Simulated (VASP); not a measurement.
# PbS (Fm-3m) in VASP: notebook, part 2 of 2

VASP 6.6.1. The steps go on from the part before.

## Step 5: Single point, PBEsol

This run uses another cell than the first one, of 25.69 Å³/atom.

Input file INCAR:

```
ALGO = Normal
EDIFF = 1E-6
ENCUT = 520
GGA = PS
ISIF = 2
ISMEAR = -1
LASPH = True
LCHARG = False
LREAL = False
LWAVE = False
NBANDS = 17
NELM = 100
PREC = Accurate
SIGMA = 0.1
```

Input file KPOINTS:

```
k-points
0
Gamma
  8 8 8
```

Input file POSCAR:

```
PbS
1.0
    0.0000000000      2.9507419320      2.9507419320
    2.9507419320      0.0000000000      2.9507419320
    2.9507419320      2.9507419320      0.0000000000
Pb S
1 1
Direct
    0.0000000000      0.0000000000      0.0000000000
    0.5000000000      0.5000000000      0.5000000000
```

Potentials or basis: VASP PAW PBE potentials, release 64 (Pb_d, S).

The run is started by

```
$ cat potpaw_PBE.64/Pb_d/POTCAR potpaw_PBE.64/S/POTCAR > POTCAR
$ mpirun -np 1 vasp_std > vasp.out
```

OUTCAR:

```text
EDIFF = 1E-6
   ENCUT = 520
   GGA = PS
   ISIF = 2
   ISMEAR = -1
   LASPH = True
   LREAL = False
   NELM = 100
   PREC = Accurate

 ion  position               nearest neighbor table
   1  0.000  0.000  0.000-   2 2.95   2 2.95   2 2.95   2 2.95   2 2.95   2 2.95
   2  0.500  0.500  0.500-   1 2.95   1 2.95   1 2.95   1 2.95   1 2.95   1 2.95

  LATTYP: Found a face centered cubic cell.
 ALAT       =     5.9014838640

  Lattice vectors:

 A1 = (   0.0000000000,   2.9507419320,   2.9507419320)
 A2 = (   2.9507419320,   0.0000000000,   2.9507419320)
 A3 = (   2.9507419320,   2.9507419320,   0.0000000000)

Analysis of symmetry for initial positions (statically):
=====================================================================
 Subroutine PRICEL returns:
 Original cell was already a primitive cell.

 Routine SETGRP: Setting up the symmetry group for a
 face centered cubic supercell.

 Subroutine GETGRP returns: Found 48 space group operations
 (whereof 48 operations were pure point group operations)
 out of a pool of 48 trial point group operations.

The static configuration has the point symmetry O_h .
[... 157 lines left out ...]

  energy without entropy =       -9.45644240  energy(sigma->0) =       -9.45745963

 E-fermi :   6.0068     XC(G=0):  -9.9595

 val. band max:        5.9057807358   @ k =   0.5000   0.0000   0.0000
 cond. band min:       6.1036639495   @ k =   0.5000   0.0000   0.0000
 fundamental gap:      0.1978832137
 Fermi energy:         6.0067911854

 k-point     1 :       0.0000    0.0000    0.0000
  band No.  band energies     occupation
      1     -10.8800      2.00000
      2     -10.8800      2.00000
      3     -10.8800      2.00000
      4     -10.8673      2.00000
      5     -10.8673      2.00000
      6      -7.8553      2.00000
[... 457 lines left out ...]
      4     -10.8488      2.00000
      5     -10.8259      2.00000
      6      -6.3042      2.00000
[... 9 lines left out ...]
     16      16.7611      0.00000
     17      16.9799      0.00000

 [... further k-points ...]

------------------------ aborting loop because EDIFF is reached ----------------------------------------

  FORCE on cell =-STRESS in cart. coord.  units (eV):
  Direction    XX          YY          ZZ          XY          YZ          ZX
  --------------------------------------------------------------------------------------
  -------------------------------------------------------------------------------------
  Total       -0.0204871     -0.0204871     -0.0204871      0.0000000      0.0000000      0.0000000
  in kB       -0.6388023     -0.6388023     -0.6388023      0.0000000      0.0000000      0.0000000
  external PRESSURE =      -0.6388023 kB  Pullay stress =       0.0000000 kB

 VOLUME and BASIS-vectors are now :
 -----------------------------------------------------------------------------
  energy-cutoff  :      520.00
  volume of cell :       51.38
      direct lattice vectors                 reciprocal lattice vectors
     0.000000000  2.950741932  2.950741932    -0.169448909  0.169448909  0.169448909
     2.950741932  0.000000000  2.950741932     0.169448909 -0.169448909  0.169448909
     2.950741932  2.950741932  0.000000000     0.169448909  0.169448909 -0.169448909

 POSITION                                       TOTAL-FORCE (eV/Angst)
 -----------------------------------------------------------------------------------
      0.00000      0.00000      0.00000         0.000000     -0.000000      0.000000
      2.95074      2.95074      2.95074        -0.000000      0.000000     -0.000000
 -----------------------------------------------------------------------------------
    total drift:                                0.000000     -0.000000     -0.000000

  FREE ENERGIE OF THE ION-ELECTRON SYSTEM (eV)
  ---------------------------------------------------
  free  energy   TOTEN  =        -9.4584768646 eV

  energy  without entropy=       -9.4564423993  energy(sigma->0) =       -9.45745963
```

stdout:

```text
POSCAR found type information on POSCAR PbS
 POSCAR found :  2 types and       2 ions
 scaLAPACK will be used
 -----------------------------------------------------------------------------
|                                                                             |
|                                                                             |
|     You enforced a specific xc type in the INCAR file but a different       |
|     I HOPE YOU KNOW WHAT YOU ARE DOING!                                     |
|                                                                             |
 -----------------------------------------------------------------------------

 LDA part: xc-table for (Slater+PW92), standard interpolation
 POSCAR, INCAR and KPOINTS ok, starting setup
 FFT: planning ... GRIDC
 FFT: planning ... GRID_SOFT
 FFT: planning ... GRID
 WAVECAR not read
 entering main loop
```

It took 19 s on 1 thread of Intel Xeon Platinum 8259CL at 2.50GHz (Skylake/Cascade Lake), shared host; peak memory 0.18 GiB.

Results:

```yaml
Free_energy: -9.4585 eV
Pressure: -0.1 GPa
Band_gap_on_the_k_mesh: 0.20 eV
```

Caveat: the PAW data sets were made with another functional, which shifts forces and pressure a little; spin-orbit coupling is left out, which moves the levels of the heavy elements.

## Step 6: Relaxation of cell and atoms, PBEsol

Input file INCAR:

```
PREC = Accurate
ENCUT = 600
EDIFF = 1E-6
ISMEAR = -1
SIGMA = 0.1
LREAL = F
LASPH = T
NELM = 60
ALGO = Normal
ISIF = 3
LWAVE = F
LCHARG = F
GGA = PS
IBRION = 2
NSW = 60
EDIFFG = -0.01
```

Input file KPOINTS:

```
regular mesh
0
Gamma
  8 8 8
```

Input file POSCAR:

```
PbS
1.0
    0.0000000000      2.9657500000      2.9657500000
    2.9657500000      0.0000000000      2.9657500000
    2.9657500000      2.9657500000      0.0000000000
Pb S
1 1
Direct
    0.0000000000      0.0000000000      0.0000000000
    0.5000000000      0.5000000000      0.5000000000
```

Potentials or basis: VASP PAW PBE potentials, release 64 (Pb_d, S).

The run is started by

```
$ cat potpaw_PBE.64/Pb_d/POTCAR potpaw_PBE.64/S/POTCAR > POTCAR
$ mpirun -np 1 vasp_std > vasp.out
```

Run time: 54 s. Hardware: 1 thread of Intel Xeon Platinum 8259CL at 2.50GHz (Skylake/Cascade Lake), shared host; peak memory 0.21 GiB.

The run converged. Its results:

```yaml
Free_energy: -9.4589 eV
Relaxed_volume: 25.70 Å³/atom
Relaxed_cell: a = 4.173 Å, b = 4.173 Å, c = 4.173 Å, α = 60.00°, β = 60.00°, γ = 60.00°
Space_group_after_relaxing_to_0.1_Å: Fm-3m (No. 225)
Energy_gained_by_relaxing: 1.1 meV/atom
Ionic_steps: 3
Pressure_after_relaxing: 0.0 GPa
Band_gap_on_the_k_mesh: 0.20 eV
```

The path:
```
step  energy change (eV)  largest force (eV/Å)  pressure (GPa)  volume (Å³)
   1              0.0000                0.0000           -0.89        52.17
   2             -0.0018                0.0000            0.35        51.09
   3             -0.0022                0.0000            0.01        51.39
```

Final structure:
```
Pb S
1.0
     0.00000    2.95091    2.95091
     2.95091    0.00000    2.95091
     2.95091    2.95091    0.00000
Pb S
1 1
Direct
  0.00000 0.00000 0.00000
  0.50000 0.50000 0.50000
```

Levels at points of the mesh, in eV from the valence-band top:
```
           k point  band 6  band 7  band 8  band 9  band 10  band 11  band 12  band 13  band 14
(0.00, 0.00, 0.00)  -13.76   -6.05   -2.26   -2.26    -2.26     5.19     5.19     5.19     6.59
(0.50, 0.00, 0.00)  -12.45   -9.01   -1.86   -1.86     0.00     0.20     1.84     1.84     8.49
(0.50, 0.50, 0.00)  -11.98   -7.28   -5.40   -3.58    -3.58     3.64     5.56     5.68     5.68
```

Caveat: the PAW data sets were made with another functional, which shifts forces and pressure a little; spin-orbit coupling is left out, which moves the levels of the heavy elements. A k mesh can miss the band edges.

## Step 7: Summary

```csv
task,level,cell,k mesh,cutoff (eV),smearing,grid for exact exchange (PRECFOCK),share of exact exchange,screening parameter,gap on the mesh (eV),pressure (GPa)
single point,PBEsol-based global hybrid with 25 % exact exchange,"a = 4.194 Å, angles 60.0°, 2 atoms",4 × 4 × 4,520,fermi-dirac 0.05 eV,Normal,0.25,-,1.38,-1.1
single point,HSE06,"a = 4.194 Å, angles 60.0°, 2 atoms",4 × 4 × 4,520,gaussian 0.05 eV,Normal,0.25,0.2079 1/Å,0.80,1.1
single point,r2SCAN0,"a = 4.194 Å, angles 60.0°, 2 atoms",4 × 4 × 4,520,gaussian 0.01 eV,Normal,0.25,-,1.66,0.7
single point,PBEsol,"a = 4.173 Å, angles 60.0°, 2 atoms",8 × 8 × 8,520,fermi-dirac 0.1 eV,-,-,-,0.20,-0.1
relaxation of cell and atoms,PBEsol,"relaxed from a = 4.194 Å, angles 60.0°, 2 atoms",8 × 8 × 8,600,fermi-dirac 0.1 eV,-,-,-,0.20,0.0
```

Alike in all rows: potentials or basis VASP PAW PBE potentials, release 64 (Pb_d, S); no spin polarisation.

Caveats: some runs use coarse meshes; the PAW data sets were made with another functional, which shifts forces and pressure a little; spin-orbit coupling is left out, which moves the levels of the heavy elements.

Absolute energies hang on the potentials; compare differences alone.
